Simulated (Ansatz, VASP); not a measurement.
# Two plane-wave programs on C

POSCAR

```
C
1.0
    0.0000000000      1.7469644787      1.7469644787
    1.7469644787      0.0000000000      1.7469644787
    1.7469644787      1.7469644787      0.0000000000
C
2
Direct
    0.7500000000      0.7500000000      0.7500000000
    0.5000000000      0.5000000000      0.5000000000
```

Contents of INCAR.step1:

```
SYSTEM = C
PREC     = Accurate       ! precision mode
ENCUT    = 520            ! plane-wave cutoff, eV
EDIFF    = 1E-5           ! SCF threshold, eV
ISMEAR   = -1             ! smearing method
SIGMA    = 0.05           ! smearing width, eV
LREAL    = .FALSE.        ! projectors in reciprocal space
LASPH    = .TRUE.         ! aspherical terms in the spheres
NELM     = 60             ! most SCF steps
ALGO     = Normal         ! electronic algorithm
ISIF     = 2              ! what is computed and relaxed
LWAVE    = .TRUE.         ! write WAVECAR
LCHARG   = .FALSE.        ! write CHGCAR
NBANDS   = 11             ! bands
GGA      = PE             ! functional
```

File INCAR.step2:

```
SYSTEM = C
PREC     = Accurate       ! precision mode
ENCUT    = 520            ! plane-wave cutoff, eV
EDIFF    = 1E-6           ! SCF threshold, eV
ISMEAR   = -1             ! smearing method
SIGMA    = 0.05           ! smearing width, eV
LREAL    = .FALSE.        ! projectors in reciprocal space
LASPH    = .TRUE.         ! aspherical terms in the spheres
NELM     = 60             ! most SCF steps
ALGO     = Normal         ! electronic algorithm
ISIF     = 2              ! what is computed and relaxed
LWAVE    = .FALSE.        ! write WAVECAR
LCHARG   = .FALSE.        ! write CHGCAR
GGA      = PS             ! functional
LHFCALC  = .TRUE.         ! exact exchange
AEXX     = 0.25           ! exact-exchange fraction
PRECFOCK = Normal       
NBANDS   = 11             ! bands
ISTART   = 1
```

Contents of KPOINTS:

```
regular mesh
0
G
  7 7 7
  0 0 0
```

File input.yaml:

```yaml
crystal:
  lattice:
    - [0.0, 1.7469644787, 1.7469644787]
    - [1.7469644787, 0.0, 1.7469644787]
    - [1.7469644787, 1.7469644787, 0.0]
  atoms:
    - { symbol: C, position: [0.75, 0.75, 0.75] }
    - { symbol: C, position: [0.5, 0.5, 0.5] }
hamiltonian:
  xc: { exchange: pbesol, correlation: pbesol, exx: { coeff: 0.25 } }
  pseudopotentials: { kind: paw }
kpoints:
  mp_grid: { grid: [7, 7, 7] }
scf:
  occupations: { method: fermi_dirac, width: 0.05 }
output:
  forces: true
  stress: true
  eigenvalues: true
```

Alike in both runs: task single point; functional PBEsol-based global hybrid with a share of 0.25 of exact exchange; k mesh 7 × 7 × 7; occupations fermi-dirac, width 0.05 eV; no spin polarisation.

|  | VASP | Ansatz |
| --- | --- | --- |
| version | VASP 6.6.1 | Ansatz 0.2.0 |
| potentials or method | VASP PAW PBE potentials, release 64 (C) | Ansatz PAW |
| plane-wave cutoff (eV) | 520 | 420 |
| valence electrons in the cell | 8 | 8 |

Ansatz gave:

```
gap on the k mesh at the Fermi level (eV) : 6.22
least direct gap on the mesh (eV)         : 7.86
pressure (GPa)                            : 17.5
```

Problem. Estimate VASP's values.

Solution. gap on the k mesh at the Fermi level (eV): 6.23; least direct gap on the mesh (eV): 7.88; pressure (GPa): 18.8.

VASP's potentials were made for PBE, not for PBEsol-based global hybrid. The functional is the same, so the differences come from potentials, cutoffs and numerics.

The k mesh is coarse, so the values compare programs but aren't converged. Noted on Ansatz's run: odd divisions of the mesh miss points on the zone boundary, where band edges often lie, so the gap on the mesh can be too wide.
